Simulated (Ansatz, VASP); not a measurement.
One calculation of SiSn7, two programs

```
Si Sn
1.0
     6.35000    0.00000    0.00000
     0.00000    6.35000    0.00000
     0.00000    0.00000    6.35000
Si Sn
1 7
Direct
  0.00000 0.00000 0.00000
  0.00000 0.50000 0.50000
  0.25000 0.75000 0.75000
  0.50000 0.00000 0.50000
  0.75000 0.25000 0.75000
  0.75000 0.75000 0.25000
  0.50000 0.50000 0.00000
  0.25000 0.25000 0.25000
```

Alike in both runs: task relaxation of cell and atoms; functional PBE; k mesh 3 × 3 × 3; occupations gaussian, width 0.2 eV; no spin polarisation.

|  | VASP | Ansatz |
| --- | --- | --- |
| version | VASP 6.6.1 | Ansatz 0.2.0 |
| potentials or method | VASP PAW PBE potentials, release 64 (Si, Sn_d), cutoff 600 eV | scalar-relativistic, plane waves, PAW |
| valence electrons in the cell | 102 | 102 |

```tsv
	VASP	Ansatz	Ansatz less VASP
gap on the k mesh at the Fermi level, each at its own relaxed structure (eV)	none	none	-
relaxed volume (Å³/atom)	34.43	34.62	+0.187
relaxed length of the cell vector where the two differ most in proportion (Å)	6.507	6.518	+0.0118
```

A gap of «none» marks a metal or a gap that the smearing closes.
